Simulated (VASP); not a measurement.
Cu:

```
Cu
1.0
    -1.44133    1.44133    1.44133
     1.44133   -1.44133    1.44133
     1.44133    1.44133   -1.44133
Cu
1
Direct
  0.00000 0.00000 0.00000
```

Base run:

```yaml
Program: VASP 6.6.1
Functional: r2SCAN
Potentials_or_basis: VASP PAW PBE potentials, release 64 (Cu)
Cutoff: 660 eV
k_mesh: 20 × 20 × 20
Occupations: gaussian, width 0.05 eV
Spin: no spin polarisation
```

Its results: pressure -5.7 GPa.

Task: The run is repeated on the same cell with these changes: functional from r2SCAN to PBE; cutoff from 660 eV to 600 eV; k mesh from 20 × 20 × 20 to 10 × 10 × 10. What comes out?

Result: Pressure 0.7 GPa.

Several settings changed at once, so the effect can't be laid on one alone.

Caveats: the PAW data sets were made with another functional, which shifts forces and pressure a little (some runs).
